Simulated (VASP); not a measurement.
# BN in VASP: a series of runs

BN is run at these levels: PBE+D3(BJ); tasks: relaxation of the atoms, single point.

Program: VASP 6.6.1. These are calculated values, not measurements. Logs are shortened: lines on timing, memory, paths and dates and some standing lists are left out, and cuts for length are marked.

## Step 1: The cell of the first run

The cell holds a slab with vacuum, 8 atoms: a = 2.506 Å, b = 2.506 Å, c = 26.925 Å, α = 90.00°, β = 90.00°, γ = 120.00°.

## Step 2: Relaxation of the atoms, PBE+D3(BJ)

File INCAR:

```
  PREC = Accurate
  ENCUT = 520
  EDIFF = 1E-7
  ISMEAR = 0
  SIGMA = 0.05
  LREAL = F
  LASPH = T
  NELM = 100
  ALGO = Normal
  ISIF = 2
  LWAVE = F
  LCHARG = F
  LDIPOL = T
  IDIPOL = 3
  DIPOL = 0.5 0.5 0.500
  GGA = PE
  IVDW = 12
  IBRION = 2
  NSW = 90
  EDIFFG = -0.03
```

File KPOINTS:

```
Automatic mesh
0
Gamma
  12 12 1
```

File POSCAR:

```
BN
1.0
    2.5064381480      0.0000000000      0.0000000000
   -1.2532190740      2.1706391092      0.0000000000
    0.0000000000      0.0000000000     26.9252690826
B N
4 4
Selective dynamics
Direct
    0.6666666667      0.3333333333      0.3156885814  F F F
    0.3333333333      0.6666666667      0.4385628605  F F F
    0.6666666667      0.3333333333      0.5614371395  T T T
    0.3333333333      0.6666666667      0.6843114186  T T T
    0.3333333333      0.6666666667      0.3156885814  F F F
    0.6666666667      0.3333333333      0.4385628605  F F F
    0.3333333333      0.6666666667      0.5614371395  T T T
    0.6666666667      0.3333333333      0.6843114186  T T T
```

Potentials or basis: VASP PAW PBE potentials, release 64 (B, N).

Run with:

```sh
> cat potpaw_PBE.64/B/POTCAR potpaw_PBE.64/N/POTCAR > POTCAR
> mpirun -np 1 vasp_std > vasp.out
```

OUTCAR:

```text
PREC = Accurate
   ENCUT = 520
   EDIFF = 1E-7
   ISMEAR = 0
   LREAL = F
   LASPH = T
   NELM = 100
   ISIF = 2
   GGA = PE
   IVDW = 12
   IBRION = 2
   NSW = 90
   EDIFFG = -0.03
 IVDW          = 12

 ion  position               nearest neighbor table
   1  0.667  0.333  0.316-   5 1.45   5 1.45   5 1.45
   2  0.333  0.667  0.439-   6 1.45   6 1.45   6 1.45
   3  0.667  0.333  0.561-   7 1.45   7 1.45   7 1.45
   4  0.333  0.667  0.684-   8 1.45   8 1.45   8 1.45
   5  0.333  0.667  0.316-   1 1.45   1 1.45   1 1.45
   6  0.667  0.333  0.439-   2 1.45   2 1.45   2 1.45
   7  0.333  0.667  0.561-   3 1.45   3 1.45   3 1.45
   8  0.667  0.333  0.684-   4 1.45   4 1.45   4 1.45

  LATTYP: Found a hexagonal cell.
 ALAT       =     2.5064381480
 C/A-ratio  =    10.7424430577

  Lattice vectors:

 A1 = (   2.5064381480,   0.0000000000,   0.0000000000)
 A2 = (  -1.2532190740,   2.1706391092,   0.0000000000)
 A3 = (   0.0000000000,   0.0000000000,  26.9252690826)

Analysis of symmetry for initial positions (statically):
=====================================================================
 Subroutine PRICEL returns:
 Original cell was already a primitive cell.

 Routine SETGRP: Setting up the symmetry group for a
 hexagonal supercell.

 Subroutine GETGRP returns: Found 12 space group operations
 (whereof 12 operations were pure point group operations)
 out of a pool of 24 trial point group operations.

The static configuration has the point symmetry D_3d.

Analysis of symmetry for dynamics (positions and initial velocities):
=====================================================================
 Subroutine PRICEL returns:
 Original cell was already a primitive cell.

 Routine SETGRP: Setting up the symmetry group for a
 hexagonal supercell.

 Subroutine GETGRP returns: Found 12 space group operations
 (whereof 12 operations were pure point group operations)
 out of a pool of 24 trial point group operations.

The dynamic configuration has the point symmetry D_3d.

Analysis of constrained symmetry for selective dynamics:
=====================================================================
 Subroutine PRICEL returns:
 Original cell was already a primitive cell.

 Routine SETGRP: Setting up the symmetry group for a
 hexagonal supercell.

 Subroutine GETGRP returns: Found  6 space group operations
 (whereof  6 operations were pure point group operations)
 out of a pool of 24 trial point group operations.

The constrained configuration has the point symmetry C_3v.

 Subroutine INISYM returns: Found  6 space group operations
 (whereof  6 operations are pure point group operations),
 and found     1 'primitive' translations

----------------------------------------------------------------------------------------

                                     Primitive cell

  volume of cell :     146.4889

  direct lattice vectors                    reciprocal lattice vectors
     2.506438148  0.000000000  0.000000000     0.398972542  0.230346905  0.000000000
    -1.253219074  2.170639109  0.000000000     0.000000000  0.460693809  0.000000000
     0.000000000  0.000000000 26.925269083     0.000000000  0.000000000  0.037139833

  length of vectors
     2.506438148  2.506438148 26.925269083     0.460693809  0.460693809  0.037139833

  position of ions in fractional coordinates (direct lattice)
     0.666666667  0.333333333  0.315688581
     0.333333333  0.666666667  0.438562860
     0.666666667  0.333333333  0.561437140
     0.333333333  0.666666667  0.684311419
     0.333333333  0.666666667  0.315688581
     0.666666667  0.333333333  0.438562860
     0.333333333  0.666666667  0.561437140
     0.666666667  0.333333333  0.684311419

  ion indices of the primitive-cell ions
   primitive index   ion index
                 1           1
                 2           2
                 3           3
                 4           4
                 5           5
                 6           6
                 7           7
                 8           8

----------------------------------------------------------------------------------------

 KPOINTS: Automatic mesh

Automatic generation of k-mesh.
 Grid dimensions read from file:
 generate k-points for:   12   12    1

 Generating k-lattice:

  Cartesian coordinates                     Fractional coordinates (reciprocal lattice)
     0.033247712  0.019195575  0.000000000     0.083333333 -0.000000000  0.000000000
     0.000000000  0.038391151  0.000000000     0.000000000  0.083333333  0.000000000
     0.000000000  0.000000000  0.037139833     0.000000000  0.000000000  1.000000000

  Length of vectors
     0.038391151  0.038391151  0.037139833

  Shift w.r.t. Gamma in fractional coordinates (k-lattice)
     0.000000000  0.000000000  0.000000000

 Subroutine IBZKPT returns following result:
 ===========================================

 Found     19 irreducible k-points:

 Following reciprocal coordinates:
            Coordinates               Weight
  0.000000  0.000000  0.000000      1.000000
  0.083333  0.000000  0.000000      6.000000
  0.166667  0.000000  0.000000      6.000000
  0.250000  0.000000  0.000000      6.000000
  0.333333  0.000000  0.000000      6.000000
  0.416667 -0.000000  0.000000      6.000000
[... 11 lines left out ...]
  0.333333  0.250000  0.000000     12.000000
  0.333333  0.333333  0.000000      2.000000
   k-points           NKPTS =     19   k-points in BZ     NKDIM =     19   number of bands    NBANDS=     21
   number of dos      NEDOS =    301   number of ions     NIONS =      8
   total plane-waves  NPLWV =  80000
   dimension x,y,z NGX =    20 NGY =   20 NGZ =  200
   dimension x,y,z NGXF=    40 NGYF=   40 NGZF=  400
   ions per type =               4   4
   NGX,Y,Z   is equivalent  to a cutoff of  13.27, 13.27, 12.35 a.u.
   NGXF,Y,Z  is equivalent  to a cutoff of  26.53, 26.53, 24.70 a.u.
 SYSTEM =  unknown system
   PREC   = accura    normal or accurate (medium, high low for compatibility)
   ISTART =      0    job   : 0-new  1-cont  2-samecut
   ICHARG =      2    charge: 1-file 2-atom 10-const
   ISPIN  =      1    spin polarized calculation?
   LNONCOLLINEAR =      F non collinear calculations
   LSORBIT =      F    spin-orbit coupling
   LASPH  =      T    aspherical Exc in radial PAW
   ENCUT  =  520.0 eV  38.22 Ry    6.18 a.u.   4.66  4.66 50.06*2*pi/ulx,y,z
   NELM   =    100;   NELMIN=  2; NELMDL= -5     # of ELM steps
   EDIFF  = 0.1E-06   stopping-criterion for ELM
   LREAL  =      F    real-space projection
   EDIFFG = -.3E-01   stopping-criterion for IOM
   NSW    =     90    number of steps for IOM
   IBRION =      2    ionic relax: 0-MD 1-quasi-New 2-CG
   NFREE  =      1    steps in history (QN), initial steepest desc. (CG)
   ISIF   =      2    stress and relaxation
   ISYM   =      2    0-nonsym 1-usesym 2-fastsym
   POTIM  = 0.5000    time-step for ionic-motion
   TEBEG  =    0.0;   TEEND  =   0.0 temperature during run
   PSTRESS=    0.0 pullay stress
   NELECT =      32.0000    total number of electrons
   NUPDOWN=      -1.0000    fix difference up-down
   EMIN   =  10.00;   EMAX   =-10.00  energy-range for DOS
   EFERMI =   0.00;   METHOD = LEGACY
   ISMEAR =     0;   SIGMA  =   0.05  broadening in eV -4-tet -1-fermi 0-gaus
   EFERMI_NEDOS =   21; number of points for ismear=-14 and -15
   IALGO  =     38    algorithm
   IMIX   =      4    mixing-type and parameters
     AMIX     =   0.40;   BMIX     =  1.00
     AMIX_MAG =   1.60;   BMIX_MAG =  1.00
  volume/ion in A,a.u.               =      18.31       123.57
  Fermi-wavevector in a.u.,A,eV,Ry     =   0.985954  1.863183 13.226292  0.972105
  Thomas-Fermi vector in A             =   2.117299
   LORBIT       =      0    0 simple, 1 ext, 2 COOP (PROOUT), +10 PAW based schemes
   GGA     = PE    functional components
   LHFCALC =     F    Hartree Fock is set to
   AEXX    =    0.0000 exact exchange contribution
   IVDW    =    12    specifies the selected vdW correction
   LEPSILON=     F    determine dielectric tensor
   LRPA    =     F    only Hartree local field effects (RPA)
 conjugate gradient relaxation of ions
 non-spin polarized calculation
 Gauss-broadening in eV      SIGMA  =   0.05
  energy-cutoff  :      520.00
  volume of cell :      146.49
 maximum number of plane-waves:      3982
 NGX is ok and might be reduce to    20
   NGX =  9   NGY =  9   NGZ =101

 dipolmoment           0.000000      0.000000      0.000000 electrons x Angstroem

 number of electron      31.9999998 magnetization

 dipolmoment           0.000000      0.000000     -0.000000 electrons x Angstroem

 Free energy of the ion-electron system (eV)
  ---------------------------------------------------
  ext. energy  EPLUGINS =         0.00000000
  ---------------------------------------------------
  free energy    TOTEN  =       -70.32771208 eV

  energy without entropy =      -70.32771208  energy(sigma->0) =      -70.32771208

 E-fermi :  -1.6003     XC(G=0):  -5.2798

 val. band max:       -1.8482984093   @ k =   0.3333   0.3333   0.0000
 cond. band min:       2.4712293314   @ k =   0.5000   0.0000   0.0000
 fundamental gap:      4.3195277407
 Fermi energy:        -1.6002646884

 k-point     1 :       0.0000    0.0000    0.0000
  band No.  band energies     occupation
      1     -19.6150      2.00000
      2     -19.5332      2.00000
      3     -19.4386      2.00000
      4     -19.3690      2.00000
      5      -7.8972      2.00000
      6      -7.4079      2.00000
[... 13 lines left out ...]
     20       4.5994      0.00000
     21       4.9759      0.00000

 k-point     2 :       0.0833    0.0000    0.0000
  band No.  band energies     occupation
      1     -19.4796      2.00000
      2     -19.3990      2.00000
      3     -19.3058      2.00000
      4     -19.2374      2.00000
      5      -7.7124      2.00000
      6      -7.2272      2.00000
[... 13 lines left out ...]
     20       4.8136      0.00000
     21       5.1976      0.00000

 k-point     3 :       0.1667    0.0000    0.0000
  band No.  band energies     occupation
      1     -19.0809      2.00000
      2     -19.0038      2.00000
      3     -18.9151      2.00000
      4     -18.8503      2.00000
      5      -7.1656      2.00000
      6      -6.6955      2.00000
[... 13 lines left out ...]
     20       5.4118      0.00000
     21       5.8150      0.00000

 k-point     4 :       0.2500    0.0000    0.0000
  band No.  band energies     occupation
      1     -18.4454      2.00000
      2     -18.3745      2.00000
      3     -18.2936      2.00000
      4     -18.2354      2.00000
      5      -6.9618      2.00000
      6      -6.9461      2.00000
[... 13 lines left out ...]
     20       6.3024      0.00000
     21       6.3945      0.00000

 k-point     5 :       0.3333    0.0000    0.0000
  band No.  band energies     occupation
      1     -17.6403      2.00000
      2     -17.5794      2.00000
      3     -17.5111      2.00000
      4     -17.4634      2.00000
      5      -8.7421      2.00000
      6      -8.7166      2.00000
[... 13 lines left out ...]
     20       5.6448      0.00000
     21       6.2928      0.00000
[... 262 lines left out ...]
     20       3.4678      0.00000
     21       9.4853      0.00000

 k-point    17 :       0.2500    0.2500    0.0000
  band No.  band energies     occupation
      1     -16.5920      2.00000
      2     -16.5487      2.00000
      3     -16.5022      2.00000
      4     -16.4728      2.00000
      5      -9.4470      2.00000
      6      -9.4336      2.00000
[... 13 lines left out ...]
     20       4.1849      0.00000
     21       8.6495      0.00000

 k-point    18 :       0.3333    0.2500    0.0000
  band No.  band energies     occupation
      1     -16.0539      2.00000
      2     -16.0300      2.00000
      3     -16.0062      2.00000
      4     -15.9959      2.00000
      5      -9.9863      2.00000
      6      -9.9562      2.00000
[... 13 lines left out ...]
     20       3.3618      0.00000
     21       9.7190      0.00000

 k-point    19 :       0.3333    0.3333    0.0000
  band No.  band energies     occupation
      1     -15.8359      2.00000
      2     -15.8359      2.00000
      3     -15.8200      2.00000
      4     -15.8200      2.00000
      5      -9.7990      2.00000
      6      -9.7507      2.00000
[... 13 lines left out ...]
     20       2.9375      0.00000
     21       9.1382      0.00000

------------------------ aborting loop because EDIFF is reached ----------------------------------------

 vacuum level on the upper side and lower side of the slab       (xc-potential included)        -0.111        -0.111

 Edisp (eV)   -0.98887

 E8    (eV) :    -0.2972

  FORCE on cell =-STRESS in cart. coord.  units (eV):
  Direction    XX          YY          ZZ          XY          YZ          ZX
  --------------------------------------------------------------------------------------
  -------------------------------------------------------------------------------------
  Total       0.20511     0.20511    -0.01246     0.00000     0.00000     0.00000
  in kB       2.24334     2.24334    -0.13629     0.00000     0.00000     0.00000
  external pressure =        1.45 kB  Pullay stress =        0.00 kB

 VOLUME and BASIS-vectors are now :
 -----------------------------------------------------------------------------
  energy-cutoff  :      520.00
  volume of cell :      146.49
      direct lattice vectors                 reciprocal lattice vectors
     2.506438148  0.000000000  0.000000000     0.398972542  0.230346905  0.000000000
    -1.253219074  2.170639109  0.000000000     0.000000000  0.460693809  0.000000000
     0.000000000  0.000000000 26.925269083     0.000000000  0.000000000  0.037139833

 POSITION                                       TOTAL-FORCE (eV/Angst)
 -----------------------------------------------------------------------------------
      1.25322      0.72355      8.50000         0.000000      0.000000      0.020780
     -0.00000      1.44709     11.80842         0.000000     -0.000000      0.003303
      1.25322      0.72355     15.11685         0.000000      0.000000     -0.003303
     -0.00000      1.44709     18.42527        -0.000000      0.000000     -0.020780
     -0.00000      1.44709      8.50000         0.000000     -0.000000     -0.029316
      1.25322      0.72355     11.80842         0.000000      0.000000      0.002164
     -0.00000      1.44709     15.11685        -0.000000      0.000000     -0.002164
      1.25322      0.72355     18.42527        -0.000000      0.000000      0.029315
 -----------------------------------------------------------------------------------
    total drift:                                0.000000     -0.000000      0.000002

  FREE ENERGIE OF THE ION-ELECTRON SYSTEM (eV)
  ---------------------------------------------------
  free  energy   TOTEN  =       -71.3165861826 eV

  energy  without entropy=      -71.3165861826  energy(sigma->0) =      -71.31658618

 reached required accuracy - stopping structural energy minimisation

 vacuum level on the upper side and lower side of the slab         3.909         3.909
```

Wall time 2.3 min (1 thread of AMD EPYC 7R43 (Zen 3), shared host); peak memory 0.25 GiB.

What came out:

```yaml
Free_energy: -71.3166 eV
Band_gap_on_the_k_mesh: 4.32 eV (least direct gap 4.67 eV)
Dispersion_energy_per_atom: -0.124 eV
```

Final structure:
```
CELL_PARAMETERS angstrom
2.50644 0.00000 0.00000
-1.25322 2.17064 0.00000
0.00000 0.00000 26.92527
ATOMIC_POSITIONS crystal
B 0.66667 0.33333 0.31569
B 0.33333 0.66667 0.43856
B 0.66667 0.33333 0.56144
B 0.33333 0.66667 0.68431
N 0.33333 0.66667 0.31569
N 0.66667 0.33333 0.43856
N 0.33333 0.66667 0.56144
N 0.66667 0.33333 0.68431
```

Caveat: the relaxation stopped at its first step, so nothing moved.

## Step 3: Single point, PBE+D3(BJ)

This run uses another cell than the first one: it holds 32 atoms, not 8.

File INCAR:

```
SYSTEM = BN
  PREC = Accurate
  ENCUT = 520
  EDIFF = 1E-7
  ISMEAR = 0
  SIGMA = 0.05
  LREAL = Auto
  LASPH = .True.
  NELM = 60
  ALGO = Normal
  ISIF = 2
  LWAVE = .False.
  LCHARG = .False.
  LDIPOL = .True.
  IDIPOL = 3
  DIPOL = 0.5 0.5 0.500
  GGA = PE
  IVDW = 12
  NBANDS = 86
```

File KPOINTS:

```
regular mesh
0
Gamma
  6 6 1
  0 0 0
```

File POSCAR:

```
BN
1.0
    5.0128762177      0.0000000000      0.0000000000
   -2.5064381088      4.3412781505      0.0000000000
    0.0000000000      0.0000000000     26.9252735792
B N
16 16
Direct
    0.3333333333      0.1666666667      0.3156885287
    0.3333333333      0.6666666667      0.3156885287
    0.8333333333      0.1666666667      0.3156885287
    0.8333333333      0.6666666667      0.3156885287
    0.1666666667      0.3333333333      0.4385628429
    0.1666666667      0.8333333333      0.4385628429
    0.6666666667      0.3333333333      0.4385628429
    0.6666666667      0.8333333333      0.4385628429
    0.3333333333      0.1666666667      0.5614371571
    0.3333333333      0.6666666667      0.5614371571
    0.8333333333      0.1666666667      0.5614371571
    0.8333333333      0.6666666667      0.5614371571
    0.1666666667      0.3333333333      0.6843114713
    0.1666666667      0.8333333333      0.6843114713
    0.6666666667      0.3333333333      0.6843114713
    0.6666666667      0.8333333333      0.6843114713
    0.1666666667      0.3333333333      0.3156885287
    0.1666666667      0.8333333333      0.3156885287
    0.6666666667      0.3333333333      0.3156885287
    0.6666666667      0.8333333333      0.3156885287
    0.3333333333      0.1666666667      0.4385628429
    0.3333333333      0.6666666667      0.4385628429
    0.8333333333      0.1666666667      0.4385628429
    0.8333333333      0.6666666667      0.4385628429
    0.1666666667      0.3333333333      0.5614371571
    0.1666666667      0.8333333333      0.5614371571
    0.6666666667      0.3333333333      0.5614371571
    0.6666666667      0.8333333333      0.5614371571
    0.3333333333      0.1666666667      0.6843114713
    0.3333333333      0.6666666667      0.6843114713
    0.8333333333      0.1666666667      0.6843114713
    0.8333333333      0.6666666667      0.6843114713
```

Potentials or basis: VASP PAW PBE potentials, release 64 (B, N).

Run with:

```sh
> cat potpaw_PBE.64/B/POTCAR potpaw_PBE.64/N/POTCAR > POTCAR
> mpirun -np 1 vasp_std > vasp.out
```

Run time: 16 min. Hardware: 1 thread of Intel Xeon Platinum 8488C (Sapphire Rapids), shared host; peak memory 0.73 GiB.

The run converged. Its results:

```
Free energy                : -285.2762 eV
Largest force              : 0.029 eV/Å
Band gap on the k mesh     : 4.32 eV
Dispersion energy per atom : -0.124 eV
```

Forces in eV/Å, atoms in the order of the input:
```
B    0.000  0.000  0.022
B    0.000  0.000  0.022
B    0.000  0.000  0.022
B    0.000  0.000  0.022
B    0.000  0.000  0.004
B    0.000  0.000  0.004
B    0.000  0.000  0.004
B    0.000  0.000  0.004
B    0.000  0.000 -0.004
B    0.000  0.000 -0.004
B    0.000  0.000 -0.004
B    0.000  0.000 -0.004
B    0.000  0.000 -0.022
B    0.000  0.000 -0.022
B    0.000  0.000 -0.022
B    0.000  0.000 -0.022
N    0.000  0.000 -0.029
N    0.000  0.000 -0.029
N    0.000  0.000 -0.029
N    0.000  0.000 -0.029
N    0.000  0.000  0.002
N    0.000  0.000  0.002
N    0.000  0.000  0.002
N    0.000  0.000  0.002
N    0.000  0.000 -0.002
N    0.000  0.000 -0.002
N    0.000  0.000 -0.002
N    0.000  0.000 -0.002
N    0.000  0.000  0.029
N    0.000  0.000  0.029
N    0.000  0.000  0.029
N    0.000  0.000  0.029
```

Levels at points of the mesh, in eV from the valence-band top:
```tsv
k point	band 61	band 62	band 63	band 64	band 65	band 66	band 67	band 68
(0.00, 0.00, 0.00)	-0.74	-0.51	-0.51	-0.51	4.32	4.32	4.32	4.57
(0.50, 0.00, 0.00)	-0.91	-0.91	-0.59	-0.59	5.55	5.55	5.63	5.63
```
